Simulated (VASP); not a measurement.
# Li in VASP: further runs, part 2 of 2

VASP 6.6.1.

## 3. Single point, PBE

This run uses another cell than the first one, of 20.29 Å³/atom.

The input, INCAR:

```
SYSTEM = Li
ALGO = Fast
EDIFF = 1E-7
ENCUT = 520
GGA = PE
ISIF = 2
ISMEAR = 0
LASPH = .True.
LCHARG = .False.
LREAL = .False.
LWAVE = .False.
NBANDS = 22
NELM = 80
PREC = Accurate
SIGMA = 0.2
```

The input, KPOINTS:

```
k-points
0
Gamma
  6 6 6
  0 0 0
```

The input, POSCAR:

```
Li
1.0
   -4.3723336390      0.0109244799     -0.0112690230
   -2.1679406217     -2.1861630073      4.2532233818
   -2.1900007606      6.5386229792      4.2342777743
Li
8
Direct
    0.2486206705      0.1273598699      0.3741025963
    0.2522055557      0.6219382268      0.8758653174
    0.9994897999      0.7496204850      0.2507599924
    1.0008834839      0.2501612888      0.7491072595
    0.7510593425      0.3728969090      0.1253829023
    0.7483962981      0.8775219864      0.6247676509
    0.4978417878      0.5034336417      0.4997801958
    0.5015030616      0.9970675926      1.0002340853
```

Potentials or basis: VASP PAW PBE potentials, release 64 (Li_sv).

Command:

```sh
$ cat potpaw_PBE.64/Li_sv/POTCAR > POTCAR
$ mpirun -np 1 vasp_std > vasp.out
```

OUTCAR:

```text
SYSTEM = Li
   EDIFF = 1E-7
   ENCUT = 520
   GGA = PE
   ISIF = 2
   ISMEAR = 0
   LASPH = .True.
   LREAL = .False.
   NELM = 80
   PREC = Accurate

 ion  position               nearest neighbor table
   1  0.249  0.127  0.374-
   2  0.252  0.622  0.876-
   3  0.999  0.750  0.251-
   4  0.001  0.250  0.749-
   5  0.751  0.373  0.125-
   6  0.748  0.878  0.625-
   7  0.498  0.503  0.500-
   8  0.502  0.997  0.000-

  Warning from LATTYP: Got some problem with cell dimensions!
  Tried to take original basis but could not verify dimensions!
  LATTYP: Found a triclinic cell.
 ALAT       =     5.2794353364
 B/A-ratio  =     1.8076727912
 C/A-ratio  =     0.8281873970
 COS(alpha) =     0.0026666181
 COS(beta)  =     0.4206622814
 COS(gamma) =     0.5306407348

  Lattice vectors:

 A1 = (  -2.2043930173,   2.1970874872,  -4.2644924048)
 A2 = (  -0.0143922567,  -4.3415354920,  -8.4987701791)
 A3 = (  -4.3723336390,   0.0109244799,  -0.0112690230)

Analysis of symmetry for initial positions (statically):
=====================================================================
 Subroutine PRICEL returns:
 Original cell was already a primitive cell.

 Routine SETGRP: Setting up the symmetry group for a
 triclinic supercell.

 Subroutine GETGRP returns: Found  1 space group operations
 (whereof  1 operations were pure point group operations)
 out of a pool of  2 trial point group operations.

The static configuration has the point symmetry C_1 .

Analysis of symmetry for dynamics (positions and initial velocities):
=====================================================================
 Subroutine PRICEL returns:
[... 140 lines left out ...]
     AMIX     =   0.40;   BMIX     =  1.00
     AMIX_MAG =   1.60;   BMIX_MAG =  1.00
  volume/ion in A,a.u.               =      20.29       136.89
  Fermi-wavevector in a.u.,A,eV,Ry     =   0.865742  1.636016 10.197703  0.749510
  Thomas-Fermi vector in A             =   1.984030
   LORBIT       =      0    0 simple, 1 ext, 2 COOP (PROOUT), +10 PAW based schemes
   GGA     = PE    functional components
   LHFCALC =     F    Hartree Fock is set to
   AEXX    =    0.0000 exact exchange contribution
   IVDW    =     0    specifies the selected vdW correction
   LEPSILON=     F    determine dielectric tensor
   LRPA    =     F    only Hartree local field effects (RPA)
 non-spin polarized calculation
 RMM-DIIS sequential band-by-band and
 Gauss-broadening in eV      SIGMA  =   0.20
  energy-cutoff  :      520.00
  volume of cell :      162.28
 maximum number of plane-waves:      4389
 NGX is ok and might be reduce to    36

 number of electron      23.9999999 magnetization

 Free energy of the ion-electron system (eV)
  ---------------------------------------------------
  ext. energy  EPLUGINS =         0.00000000
  ---------------------------------------------------
  free energy    TOTEN  =       -15.30083232 eV

  energy without entropy =      -15.22621354  energy(sigma->0) =      -15.26352293

 E-fermi :   0.6141     XC(G=0):  -7.0424

 val. band max:        0.6125641947   @ k =   0.5000   0.5000   0.3333
 cond. band min:       0.6187798962   @ k =   0.5000   0.0000  -0.0000
 fundamental gap:      0.0062157015
 Fermi energy:         0.6141274747

 k-point     1 :       0.0000    0.0000    0.0000
  band No.  band energies     occupation
      1     -45.9065      2.00000
      2     -45.8930      2.00000
      3     -45.8925      2.00000
      4     -45.8858      2.00000
      5     -45.8853      2.00000
      6     -45.8822      2.00000
[... 589 lines left out ...]
     21       5.5695      0.00000
     22       6.7771      0.00000

 [... further k-points ...]

------------------------ aborting loop because EDIFF is reached ----------------------------------------

  FORCE on cell =-STRESS in cart. coord.  units (eV):
  Direction    XX          YY          ZZ          XY          YZ          ZX
  --------------------------------------------------------------------------------------
  -------------------------------------------------------------------------------------
  Total       -0.0857479     -0.1115007     -0.0967170      0.0522816      0.0759371     -0.0729491
  in kB       -0.8465727     -1.1008254     -0.9548688      0.5161664      0.7497132     -0.7202131
  external PRESSURE =      -0.9674223 kB  Pullay stress =       0.0000000 kB

 VOLUME and BASIS-vectors are now :
 -----------------------------------------------------------------------------
  energy-cutoff  :      520.00
  volume of cell :      162.28
      direct lattice vectors                 reciprocal lattice vectors
    -4.372333639  0.010924480 -0.011269023    -0.228411724 -0.000831268 -0.116852631
    -2.167940622 -2.186163007  4.253223382    -0.000739092 -0.114235635  0.176021785
    -2.190000761  6.538622979  4.234277774     0.000134509  0.114744552  0.059047428

 POSITION                                       TOTAL-FORCE (eV/Angst)
 -----------------------------------------------------------------------------------
     -2.18245      2.17040      2.12294        -0.002871      0.006460     -0.001679
     -4.36920      4.37005      6.35106         0.007132     -0.008796      0.006043
     -6.54440      0.01175      4.23883        -0.000804     -0.006550     -0.001330
     -2.18674      4.35125      4.23591         0.003159      0.006781      0.002810
     -4.36689      0.01282      2.10846         0.001028     -0.003577      0.001277
     -6.54290      2.17489      6.36930        -0.003888      0.003723     -0.003773
     -4.36266      2.17272      4.25181        -0.002225      0.003902     -0.005903
     -4.35483     -2.17274      4.23609        -0.001530     -0.001943      0.002555
 -----------------------------------------------------------------------------------
    total drift:                               -0.000013      0.000063     -0.000003

  FREE ENERGIE OF THE ION-ELECTRON SYSTEM (eV)
  ---------------------------------------------------
  free  energy   TOTEN  =       -15.3008323250 eV

  energy  without entropy=      -15.2262135396  energy(sigma->0) =      -15.26352293
```

Run time: 4.7 min. Hardware: 1 thread of Intel Xeon 6975P-C (Granite Rapids), shared host; peak memory 0.43 GiB.

What came out:

| Property | Result |
| --- | --- |
| Free energy | -15.3008 eV |
| Largest force | 0.013 eV/Å |
| Band gap on the k mesh | zero (bands 12 and 13 overlap by 2.32 eV) |

Forces on the atoms (eV/Å):
```
Li  -0.003  0.006 -0.002
Li   0.007 -0.009  0.006
Li  -0.001 -0.007 -0.001
Li   0.003  0.007  0.003
Li   0.001 -0.004  0.001
Li  -0.004  0.004 -0.004
Li  -0.002  0.004 -0.006
Li  -0.002 -0.002  0.003
```

Levels at points of the mesh, in eV from the Fermi level:
```csv
k point,band 9,band 10,band 11,band 12,band 13,band 14,band 15,band 16
"(0.00, 0.00, 0.00)",-3.55,-1.68,-1.68,1.39,1.40,1.77,3.44,3.44
"(0.50, 0.00, 0.00)",-1.70,-1.70,-0.61,-0.61,0.00,0.01,1.43,1.43
"(0.00, 0.50, 0.00)",-2.32,-2.31,-0.73,-0.73,-0.15,-0.13,2.02,2.03
"(0.50, 0.50, 0.00)",-1.61,-1.61,-0.90,-0.89,0.34,0.36,1.24,1.25
"(0.00, 0.00, 0.50)",-3.09,-3.08,0.66,0.67,1.47,1.52,2.12,2.13
"(0.50, 0.00, 0.50)",-1.63,-1.63,-0.91,-0.90,0.40,0.41,1.21,1.23
"(0.00, 0.50, 0.50)",-1.99,-1.99,-1.69,-1.69,1.41,1.43,1.44,1.44
"(0.50, 0.50, 0.50)",-1.68,-1.68,-0.58,-0.58,-0.05,0.01,1.39,1.39
```

Caveat: the cutoff is under 1.25 times the usual one of these potentials, so pressure, stress and relaxed cells hold a basis-set (Pulay) error.

## 4. Single point, PBE

This run uses another cell than the first one: it holds 4 atoms, not 8.

The input, INCAR:

```
  PREC = Accurate
  ENCUT = 520
  EDIFF = 1E-6
  ISMEAR = 0
  SIGMA = 0.1
  LREAL = False
  LASPH = True
  NELM = 60
  ALGO = Fast
  ISIF = 2
  LWAVE = False
  LCHARG = True
  GGA = PE
  LELF = True
  LVHAR = True
  NBANDS = 14
```

The input, KPOINTS:

```
Automatic mesh
0
Gamma
  18 18 18
```

The input, POSCAR:

```
Li
1.0
   -2.1595508616      2.1595508616      4.3325761776
    2.1595508616     -2.1595508616      4.3325761776
    2.1595508616      2.1595508616     -4.3325761776
Li
4
Direct
    0.7500553757      0.7500553757      0.0000000000
    0.5000553757      0.0000553757      0.5000000000
    0.2499446243      0.2499446243      0.0000000000
    0.9999446243      0.4999446243      0.5000000000
```

Command:

```sh
$ cat potpaw_PBE.64/Li_sv/POTCAR > POTCAR
$ mpirun -np 1 vasp_std > vasp.out
```

It took 5 min on 1 thread of Intel Xeon 6975P-C (Granite Rapids), shared host; peak memory 0.5 GiB.

Results (log left out):

```
Free energy            : -7.6304 eV
Band gap on the k mesh : zero (bands 6 and 7 overlap by 2.92 eV)
```

Levels at points of the mesh, in eV from the Fermi level:
```csv
k point,band 4,band 5,band 6,band 7,band 8,band 9
"(0.00, 0.00, 0.00)",-46.50,-3.56,1.51,3.51,3.51,3.51
"(0.50, 0.00, 0.00)",-46.50,-1.68,-1.68,1.31,1.31,4.01
"(0.50, 0.50, 0.00)",-46.51,-0.55,-0.55,-0.02,-0.02,2.94
"(0.50, 0.50, 0.50)",-46.50,-2.06,-2.06,1.55,1.55,4.74
```

Caveat: the cutoff is under 1.25 times the usual one of these potentials, so pressure, stress and relaxed cells hold a basis-set (Pulay) error.

## 5. Summary

```csv
cell,k mesh,smearing,further INCAR settings,gap on the mesh (eV)
"a = 4.319, b = 5.301, c = 8.088 Å, angles 77.3, 74.5, 66.0°, 8 atoms, atomic positions A",6 × 6 × 6,gaussian 0.2 eV,ALGO = Fast; EDIFF = 1e-06; NBANDS = 22,none
"a = 4.372, b = 5.251, c = 8.092 Å, angles 78.5, 74.3, 65.8°, 8 atoms, atomic positions B",6 × 6 × 6,gaussian 0.2 eV,ALGO = Fast; EDIFF = 1e-07; NBANDS = 22,none
"a = 5.301 Å, angles 131.9, 131.9, 70.4°, 4 atoms, atomic positions C",18 × 18 × 18,gaussian 0.1 eV,ALGO = Fast; EDIFF = 1e-06; NBANDS = 14,none
```

Alike in all rows: task single point; level PBE; potentials or basis VASP PAW PBE potentials, release 64 (Li_sv); no spin polarisation; cutoff (eV) 520.

Caveats: the cutoff is under 1.25 times the usual one of these potentials, so pressure, stress and relaxed cells hold a basis-set (Pulay) error.

Total energies depend on the potentials used, so only differences within one code and one set of settings carry meaning.
